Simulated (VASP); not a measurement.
# HPbNO4 (P2_1/m) in VASP: a series of runs

Aim: see how the results for HPbNO4 move with the level of theory and the settings. Levels: PBE+D3(BJ), BLYP. Tasks: single point.

All numbers are computed with VASP 6.6.1; they aren't measurements. Logs are shortened: lines on timing, memory, paths and dates and some standing lists are left out, and cuts for length are marked.

## (1) The cell of the first run

Symmetry: P2_1/m, No. 11, monoclinic system. The conventional cell has a = 6.887 Å, b = 4.168 Å, c = 7.928 Å, α = 90.00°, β = 115.17°, γ = 90.00°. Within 1.3 Å of H (site symmetry m) lie 1 O at 0.99 Å. Pb (site symmetry m) has 8 O at 2.46 to 3.06 Å and 3 H at 2.96 to 2.97 Å and 1 N at 3.27 Å within 3.3 Å. N (site symmetry m) has 3 O at 1.24 to 1.28 Å within 1.7 Å. O (site symmetry m) has 1 H at 0.99 Å within 1.3 Å. O (site symmetry m) has 1 N at 1.24 Å within 1.7 Å. O (site symmetry m) has 1 N at 1.27 Å within 1.7 Å. O (site symmetry m) has 1 N at 1.28 Å within 1.7 Å.

## (2) Single point, PBE+D3(BJ)

File INCAR:

```
ALGO     = Normal         # electronic algorithm
EDIFF    = 1E-6           # SCF threshold, eV
ENCUT    = 600            # plane-wave cutoff, eV
GGA      = PE             # functional
GGA_COMPAT= F            
ISIF     = 2              # what is computed and relaxed
ISMEAR   = -1             # smearing method
IVDW     = 12             # dispersion correction
LASPH    = T              # aspherical terms in the spheres
LCHARG   = T              # write CHGCAR
LELF     = T              # ELF
LREAL    = F              # projectors in reciprocal space
LVHAR    = T            
LWAVE    = F              # write WAVECAR
NBANDS   = 57             # bands
NELM     = 120            # most SCF steps
PREC     = Accurate       # precision mode
SIGMA    = 0.05           # smearing width, eV
```

File KPOINTS:

```
k-points
0
Gamma
  3 5 3
```

File POSCAR:

```
HPbNO4
1.0
    6.8868578610      0.0000000000      0.0008732316
    0.0000000000      4.1684301615      0.0000000000
   -3.3724919234      0.0000000000      7.1752018308
H Pb N O
2 2 2 8
Direct
    0.2251459385      0.7500000000      0.5117964873
    0.7748540615      0.2500000000      0.4882035127
    0.2993213925      0.2500000000      0.2810694894
    0.7006786075      0.7500000000      0.7189305106
    0.2177505355      0.7500000000      0.8376022448
    0.7822494645      0.2500000000      0.1623977552
    0.3289384046      0.7500000000      0.4560503564
    0.4116469797      0.7500000000      0.8739320923
    0.1564207014      0.7500000000      0.9681229654
    0.0753148472      0.7500000000      0.6690089893
    0.6710615954      0.2500000000      0.5439496436
    0.5883530203      0.2500000000      0.1260679077
    0.8435792986      0.2500000000      0.0318770346
    0.9246851528      0.2500000000      0.3309910107
```

Potentials or basis: VASP PAW PBE potentials, release 64 (H, Pb_d, N, O).

Launch:

```console
cat potpaw_PBE.64/H/POTCAR potpaw_PBE.64/Pb_d/POTCAR potpaw_PBE.64/N/POTCAR potpaw_PBE.64/O/POTCAR > POTCAR
mpirun -np 1 vasp_std > vasp.out
```

OUTCAR:

```text
EDIFF = 1E-6
   ENCUT = 600
   GGA = PE
   ISIF = 2
   ISMEAR = -1
   IVDW = 12
   LASPH = T
   LREAL = F
   NELM = 120
   PREC = Accurate
 IVDW          = 12

 ion  position               nearest neighbor table
   1  0.225  0.750  0.512-   7 0.99
   2  0.775  0.250  0.488-  11 0.99
   3  0.299  0.250  0.281-   7 2.46   7 2.46  11 2.52  12 2.75  14 2.77  13 2.91   4 3.98   4 3.98

   4  0.701  0.750  0.719-  11 2.46  11 2.46   7 2.52   8 2.75  10 2.77   9 2.91   3 3.98   3 3.98

   5  0.218  0.750  0.838-   8 1.24   9 1.27  10 1.28
   6  0.782  0.250  0.162-  12 1.24  13 1.27  14 1.28
   7  0.329  0.750  0.456-   1 0.99   3 2.46   3 2.46   4 2.52
   8  0.412  0.750  0.874-   5 1.24   4 2.75
   9  0.156  0.750  0.968-   5 1.27   4 2.91
  10  0.075  0.750  0.669-   5 1.28   4 2.77
  11  0.671  0.250  0.544-   2 0.99   4 2.46   4 2.46   3 2.52
  12  0.588  0.250  0.126-   6 1.24   3 2.75
  13  0.844  0.250  0.032-   6 1.27   3 2.91
  14  0.925  0.250  0.331-   6 1.28   3 2.77

  LATTYP: Found a simple monoclinic cell.
 ALAT       =     6.8868579164
 B/A-ratio  =     0.6052731466
 C/A-ratio  =     1.1512150864
 COS(beta)  =    -0.4252615762

  Lattice vectors:

 A1 = (   6.8868578610,   0.0000000000,   0.0008732316)
 A2 = (   0.0000000000,   4.1684301615,   0.0000000000)
 A3 = (  -3.3724919234,   0.0000000000,   7.1752018308)

Analysis of symmetry for initial positions (statically):
=====================================================================
 Subroutine PRICEL returns:
 Original cell was already a primitive cell.

 Routine SETGRP: Setting up the symmetry group for a
 simple monoclinic supercell.

 Subroutine GETGRP returns: Found  4 space group operations
 (whereof  2 operations were pure point group operations)
 out of a pool of  4 trial point group operations.

The static configuration has the point symmetry S_2 .
 The point group associated with its full space group is C_2h.

Analysis of symmetry for dynamics (positions and initial velocities):
=====================================================================
 Subroutine PRICEL returns:
 Original cell was already a primitive cell.

 Routine SETGRP: Setting up the symmetry group for a
 simple monoclinic supercell.

 Subroutine GETGRP returns: Found  4 space group operations
 (whereof  2 operations were pure point group operations)
 out of a pool of  4 trial point group operations.

The dynamic configuration has the point symmetry S_2 .
 The point group associated with its full space group is C_2h.

 Subroutine INISYM returns: Found  4 space group operations
 (whereof  2 operations are pure point group operations),
 and found     1 'primitive' translations

----------------------------------------------------------------------------------------

                                     Primitive cell

  volume of cell :     205.9936

  direct lattice vectors                    reciprocal lattice vectors
     6.886857861  0.000000000  0.000873232     0.145195447  0.000000000  0.068244836
     0.000000000  4.168430161  0.000000000     0.000000000  0.239898466  0.000000000
    -3.372491923  0.000000000  7.175201831    -0.000017670  0.000000000  0.139360596

  length of vectors
     6.886857916  4.168430161  7.928254731     0.160434022  0.239898466  0.139360598

  position of ions in fractional coordinates (direct lattice)
     0.225145938  0.750000000  0.511796487
     0.774854062  0.250000000  0.488203513
     0.299321392  0.250000000  0.281069489
     0.700678608  0.750000000  0.718930511
     0.217750536  0.750000000  0.837602245
     0.782249464  0.250000000  0.162397755
     0.328938405  0.750000000  0.456050356
     0.411646980  0.750000000  0.873932092
     0.156420701  0.750000000  0.968122965
     0.075314847  0.750000000  0.669008989
[... 26 lines left out ...]
Automatic generation of k-mesh.
 Grid dimensions read from file:
 generate k-points for:    3    5    3

 Generating k-lattice:

  Cartesian coordinates                     Fractional coordinates (reciprocal lattice)
[... 44 lines left out ...]
   IALGO  =     38    algorithm
   IMIX   =      4    mixing-type and parameters
     AMIX     =   0.40;   BMIX     =  1.00
     AMIX_MAG =   1.60;   BMIX_MAG =  1.00
  volume/ion in A,a.u.               =      14.71        99.29
  Fermi-wavevector in a.u.,A,eV,Ry     =   1.232966  2.329968 20.683654  1.520206
  Thomas-Fermi vector in A             =   2.367715
   LORBIT       =      0    0 simple, 1 ext, 2 COOP (PROOUT), +10 PAW based schemes
   GGA     = PE    functional components
   LHFCALC =     F    Hartree Fock is set to
   AEXX    =    0.0000 exact exchange contribution
   IVDW    =    12    specifies the selected vdW correction
   LEPSILON=     F    determine dielectric tensor
   LRPA    =     F    only Hartree local field effects (RPA)
 non-spin polarized calculation
  energy-cutoff  :      600.00
  volume of cell :      205.99
 maximum number of plane-waves:      6888
   NGX = 27   NGY = 17   NGZ = 31

 number of electron      88.0000006 magnetization

 Free energy of the ion-electron system (eV)
  ---------------------------------------------------
  ext. energy  EPLUGINS =         0.00000000
  ---------------------------------------------------
  free energy    TOTEN  =       -81.12494840 eV

  energy without entropy =      -81.12494840  energy(sigma->0) =      -81.12494840

 E-fermi :   1.7762     XC(G=0):  -8.5119

 val. band max:        0.6860179430   @ k =  -0.3333   0.0000   0.3333
 cond. band min:       3.7454822541   @ k =   0.0000   0.2000   0.3333
 fundamental gap:      3.0594643110
 Fermi energy:         1.7762379554

 k-point     1 :       0.0000    0.0000    0.0000
  band No.  band energies     occupation
      1     -25.0397      2.00000
      2     -24.9946      2.00000
      3     -19.7287      2.00000
      4     -19.6219      2.00000
      5     -19.3404      2.00000
      6     -19.2841      2.00000
[... 874 lines left out ...]
     55       9.4597      0.00000
     56       9.5378      0.00000
 [bands above 56 left out]

------------------------ aborting loop because EDIFF is reached ----------------------------------------

 Edisp (eV)   -1.44657

 E8    (eV) :    -0.5101

  FORCE on cell =-STRESS in cart. coord.  units (eV):
  Direction    XX          YY          ZZ          XY          YZ          ZX
  --------------------------------------------------------------------------------------
  -------------------------------------------------------------------------------------
  Total       1.25579    -0.49192     0.74469     0.00000     0.00000     0.03663
  in kB       9.76726    -3.82607     5.79202     0.00000     0.00000     0.28488
  external pressure =        3.91 kB  Pullay stress =        0.00 kB

 VOLUME and BASIS-vectors are now :
 -----------------------------------------------------------------------------
  energy-cutoff  :      600.00
  volume of cell :      205.99
      direct lattice vectors                 reciprocal lattice vectors
     6.886857861  0.000000000  0.000873232     0.145195447  0.000000000  0.068244836
     0.000000000  4.168430161  0.000000000     0.000000000  0.239898466  0.000000000
    -3.372491923  0.000000000  7.175201831    -0.000017670  0.000000000  0.139360596

 POSITION                                       TOTAL-FORCE (eV/Angst)
 -----------------------------------------------------------------------------------
     -0.17548      3.12632      3.67244        -0.089951      0.000000      0.033100
      3.68985      1.04211      3.50364         0.089951     -0.000000     -0.033100
      1.11348      1.04211      2.01699         0.009021      0.000000     -0.009982
      2.40089      3.12632      5.15908        -0.009021      0.000000      0.009982
     -1.32519      3.12632      6.01016        -0.108709      0.000000     -0.014575
      4.83956      1.04211      1.16592         0.108709      0.000000      0.014575
      0.72733      3.12632      3.27254         0.067795     -0.000000     -0.030279
     -0.11237      3.12632      6.27100         0.462274     -0.000000      0.089067
     -2.18774      3.12632      6.94661        -0.231204      0.000000      0.248688
     -1.73754      3.12632      4.80034        -0.107981      0.000000     -0.321940
      2.78704      1.04211      3.90353        -0.067795      0.000000      0.030279
      3.62674      1.04211      0.90508        -0.462274      0.000000     -0.089067
      5.70211      1.04211      0.22946         0.231204      0.000000     -0.248688
      5.25191      1.04211      2.37573         0.107981      0.000000      0.321940
 -----------------------------------------------------------------------------------
    total drift:                               -0.000000      0.000000      0.000000

  FREE ENERGIE OF THE ION-ELECTRON SYSTEM (eV)
  ---------------------------------------------------
  free  energy   TOTEN  =       -82.5715141779 eV

  energy  without entropy=      -82.5715141778  energy(sigma->0) =      -82.57151418
```

It took 4.8 min on 1 thread of Intel Xeon Platinum 8259CL at 2.50GHz (Skylake/Cascade Lake), shared host; peak memory 0.47 GiB.

What came out:

* Free energy: -82.5715 eV
* Pressure: 0.4 GPa
* Largest force: 0.471 eV/Å
* Band gap on the k mesh: 3.06 eV (least direct gap 3.19 eV)
* Dispersion energy per atom: -0.103 eV

Forces in eV/Å, atoms in the order of the input:
```
H   -0.090  0.000  0.033
H    0.090  0.000 -0.033
Pb   0.009  0.000 -0.010
Pb  -0.009  0.000  0.010
N   -0.109  0.000 -0.015
N    0.109  0.000  0.015
O    0.068  0.000 -0.030
O    0.462  0.000  0.089
O   -0.231  0.000  0.249
O   -0.108  0.000 -0.322
O   -0.068  0.000  0.030
O   -0.462  0.000 -0.089
O    0.231  0.000 -0.249
O    0.108  0.000  0.322
```

Stress tensor (GPa, compression positive):
```
 0.98  0.00  0.03
 0.00 -0.38  0.00
 0.03  0.00  0.58
```

Caveat: the standard files for N, O and F lose accuracy on very short bonds; three body term missing; spin-orbit coupling is left out, which moves the levels of the heavy elements; an odd mesh through Γ misses points on the zone boundary, where band edges can lie.

## (3) Single point, PBE+D3(BJ)

This run uses another cell than the first one, of 15.07 Å³/atom.

File INCAR:

```
SYSTEM = HPbNO4
PREC     = Accurate       ! precision mode
ENCUT    = 600            ! plane-wave cutoff, eV
EDIFF    = 1E-6           ! SCF threshold, eV
ISMEAR   = -1             ! smearing method
SIGMA    = 0.05           ! smearing width, eV
LREAL    = .False.        ! projectors in reciprocal space
LASPH    = .True.         ! aspherical terms in the spheres
NELM     = 120            ! most SCF steps
ALGO     = Normal         ! electronic algorithm
ISIF     = 2              ! what is computed and relaxed
LWAVE    = .False.        ! write WAVECAR
LCHARG   = .False.        ! write CHGCAR
GGA      = PE             ! functional
IVDW     = 12             ! dispersion correction
NBANDS   = 57             ! bands
GGA_COMPAT= .False.
```

File KPOINTS:

```
regular mesh
0
Gamma
  3 5 3
  0 0 0
```

File POSCAR:

```
HPbNO4
1.0
    6.8587600000      0.0000000000     -0.0149100000
    0.0000000000      4.2286500000      0.0000000000
   -3.3751900000      0.0000000000      7.2819400000
H Pb N O
2 2 2 8
Direct
    0.2254900000      0.7500000000      0.5073000000
    0.7745100000      0.2500000000      0.4927000000
    0.3022900000      0.2500000000      0.2849400000
    0.6977100000      0.7500000000      0.7150600000
    0.2148400000      0.7500000000      0.8356700000
    0.7851600000      0.2500000000      0.1643300000
    0.3307800000      0.7500000000      0.4533800000
    0.4090900000      0.7500000000      0.8690100000
    0.1550800000      0.7500000000      0.9653700000
    0.0708300000      0.7500000000      0.6695500000
    0.6692200000      0.2500000000      0.5466100000
    0.5909100000      0.2500000000      0.1309900000
    0.8449200000      0.2500000000      0.0346300000
    0.9291700000      0.2500000000      0.3304500000
```

Potentials or basis: VASP PAW PBE potentials, release 64 (H, Pb_d, N, O).

Launch:

```console
cat potpaw_PBE.64/H/POTCAR potpaw_PBE.64/Pb_d/POTCAR potpaw_PBE.64/N/POTCAR potpaw_PBE.64/O/POTCAR > POTCAR
mpirun -np 1 vasp_std > vasp.out
```

Wall time 3.8 min (1 thread of Intel Xeon Platinum 8259CL at 2.50GHz (Skylake/Cascade Lake), shared host); peak memory 0.46 GiB.

Results (log left out):

```
Free energy                : -82.5517 eV
Pressure                   : 0.0 GPa
Largest force              : 0.414 eV/Å
Band gap on the k mesh     : 3.13 eV (least direct gap 3.28 eV)
Dispersion energy per atom : -0.101 eV
```

Forces on the atoms (eV/Å):
```
H   -0.093  0.000  0.035
H    0.095  0.000 -0.036
Pb   0.007  0.000 -0.124
Pb  -0.007  0.000  0.123
N   -0.072  0.000 -0.016
N    0.072  0.000  0.016
O    0.010  0.000 -0.016
O    0.400  0.000  0.108
O   -0.223  0.000  0.272
O   -0.045  0.000 -0.340
O   -0.012  0.000  0.018
O   -0.400  0.000 -0.109
O    0.223  0.000 -0.272
O    0.045  0.000  0.340
```

Stress tensor (GPa, compression positive):
```
 0.62  0.00  0.08
 0.00 -0.85  0.00
 0.08  0.00  0.10
```

Levels at points of the mesh, in eV from the valence-band top:
| k point | band 40 | band 41 | band 42 | band 43 | band 44 | band 45 | band 46 | band 47 | band 48 | band 49 |
| --- | --- | --- | --- | --- | --- | --- | --- | --- | --- | --- |
| (0.00, 0.00, 0.00) | -1.44 | -1.29 | -0.33 | -0.30 | -0.05 | 3.23 | 3.89 | 4.23 | 4.24 | 5.64 |

Caveat: the standard files for N, O and F lose accuracy on very short bonds; three body term missing; spin-orbit coupling is left out, which moves the levels of the heavy elements; an odd mesh through Γ misses points on the zone boundary, where band edges can lie.

## (4) Single point, BLYP

This run uses another cell than the first one, of 15.75 Å³/atom.

File INCAR:

```
AGGAC    = 1.0          
AGGAX    = 1.0          
ALDAC    = 0.0          
ALDAX    = 1.0          
ALGO     = Normal         # electronic algorithm
EDIFF    = 1E-7           # SCF threshold, eV
ENCUT    = 520            # plane-wave cutoff, eV
GGA      = B5             # functional
ISIF     = 2              # what is computed and relaxed
ISMEAR   = -1             # smearing method
LASPH    = True           # aspherical terms in the spheres
LCHARG   = False          # write CHGCAR
LREAL    = False          # projectors in reciprocal space
LWAVE    = False          # write WAVECAR
NBANDS   = 57             # bands
NELM     = 60             # most SCF steps
PREC     = Accurate       # precision mode
SIGMA    = 0.05           # smearing width, eV
```

File KPOINTS:

```
k-points
0
Gamma
  3 5 3
```

File POSCAR:

```
HPbNO4
1.0
    6.9197398293      0.0000000000     -0.0122347263
    0.0000000000      4.3178531401      0.0000000000
   -3.4021349369      0.0000000000      7.3844532446
H Pb N O
2 2 2 8
Direct
    0.2259163980      0.7500000000      0.5025766198
    0.7740836020      0.2500000000      0.4974233802
    0.3041167296      0.2500000000      0.2853237444
    0.6958832704      0.7500000000      0.7146762556
    0.2153499754      0.7500000000      0.8374641023
    0.7846500246      0.2500000000      0.1625358977
    0.3314722153      0.7500000000      0.4509836230
    0.4085148277      0.7500000000      0.8697357250
    0.1564101328      0.7500000000      0.9666203873
    0.0718165194      0.7500000000      0.6731183357
    0.6685277847      0.2500000000      0.5490163770
    0.5914851723      0.2500000000      0.1302642750
    0.8435898672      0.2500000000      0.0333796127
    0.9281834806      0.2500000000      0.3268816643
```

Launch:

```console
cat potpaw_PBE.64/H/POTCAR potpaw_PBE.64/Pb_d/POTCAR potpaw_PBE.64/N/POTCAR potpaw_PBE.64/O/POTCAR > POTCAR
mpirun -np 1 vasp_std > vasp.out
```

Wall time 3.3 min (1 thread of Intel Xeon Platinum 8488C (Sapphire Rapids), shared host); peak memory 0.41 GiB.

Results (log left out):

| Item | Value |
| --- | --- |
| Free energy | -76.8124 eV |
| Pressure | 0.9 GPa |
| Largest force | 0.578 eV/Å |
| Band gap on the k mesh | 3.14 eV (least direct gap 3.24 eV) |

Forces on the atoms (eV/Å):
```
H   -0.142  0.000  0.058
H    0.142  0.000 -0.058
Pb   0.011  0.000 -0.019
Pb  -0.011  0.000  0.019
N   -0.075  0.000 -0.013
N    0.075  0.000  0.013
O    0.117  0.000 -0.050
O    0.569  0.000  0.100
O   -0.321  0.000  0.355
O   -0.156  0.000 -0.442
O   -0.117  0.000  0.050
O   -0.569  0.000 -0.100
O    0.321  0.000 -0.355
O    0.156  0.000  0.442
```

Stress tensor (GPa, compression positive):
```
 1.54  0.00 -0.03
 0.00 -0.14  0.00
-0.03  0.00  1.16
```

Levels at points of the mesh, in eV from the valence-band top:
```
           k point  band 42  band 43  band 44  band 45  band 46  band 47
(0.00, 0.00, 0.00)    -0.26    -0.20    -0.03     3.25     3.87     4.16
```

Caveat: the standard files for N, O and F lose accuracy on very short bonds; the PAW data sets were made with another functional, which shifts forces and pressure a little; spin-orbit coupling is left out, which moves the levels of the heavy elements; an odd mesh through Γ misses points on the zone boundary, where band edges can lie.

## (5) Summary

| level | cell | cutoff (eV) | gap on the mesh (eV) | pressure (GPa) | largest force (eV/Å) |
| --- | --- | --- | --- | --- | --- |
| PBE+D3(BJ) | a = 6.887, b = 4.168, c = 7.928 Å, angles 90.0, 115.2, 90.0°, 14 atoms, atomic positions A | 600 | 3.06 | 0.4 | 0.47 |
| PBE+D3(BJ) | a = 6.859, b = 4.229, c = 8.026 Å, angles 90.0, 115.0, 90.0°, 14 atoms, atomic positions B | 600 | 3.13 | 0.0 | 0.41 |
| BLYP | a = 6.920, b = 4.318, c = 8.130 Å, angles 90.0, 114.8, 90.0°, 14 atoms, atomic positions C | 520 | 3.14 | 0.9 | 0.58 |

Alike in all rows: task single point; potentials or basis VASP PAW PBE potentials, release 64 (H, Pb_d, N, O); no spin polarisation; k mesh 3 × 5 × 3; smearing fermi-dirac 0.05 eV.

Caveats: the standard files for N, O and F lose accuracy on very short bonds; spin-orbit coupling is left out, which moves the levels of the heavy elements; an odd mesh through Γ misses points on the zone boundary, where band edges can lie; three body term missing (at least some runs); the PAW data sets were made with another functional, which shifts forces and pressure a little (at least some runs).

Absolute energies hang on the potentials; compare differences alone.
